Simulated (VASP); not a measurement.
A run of VASP 6.6.1 is set up as follows.

The input INCAR:

```
ALGO = Normal
EDIFF = 1E-6
ENCUT = 520
GGA = PE
ISIF = 2
ISMEAR = 0
LASPH = T
LCHARG = T
LELF = T
LREAL = F
LVHAR = T
LWAVE = F
NBANDS = 24
NELM = 80
PREC = Accurate
SIGMA = 0.1
```

The input KPOINTS:

```
k-points
0
Gamma
  6 6 6
```

File POSCAR:

```
Sr3Be
1.0
   -2.6450725274      2.6450725274      5.6045131425
    2.6450725274     -2.6450725274      5.6045131425
    2.6450725274      2.6450725274     -5.6045131425
Sr Be
3 1
Direct
    0.5000000000      0.5000000000      0.0000000000
    0.2500000000      0.7500000000      0.5000000000
    0.7500000000      0.2500000000      0.5000000000
    0.0000000000      0.0000000000      0.0000000000
```

Potentials or basis: VASP PAW PBE potentials, release 64 (Sr_sv, Be).

The run is started by

```sh
$ cat potpaw_PBE.64/Sr_sv/POTCAR potpaw_PBE.64/Be/POTCAR > POTCAR
$ mpirun -np 1 vasp_std > vasp.out
```

(1) What does it give for the pressure?

(2) Estimate the band gap on the k mesh.

Results:

(1) 0.1 GPa.

(2) zero (bands 16 and 17 overlap by 0.57 eV).
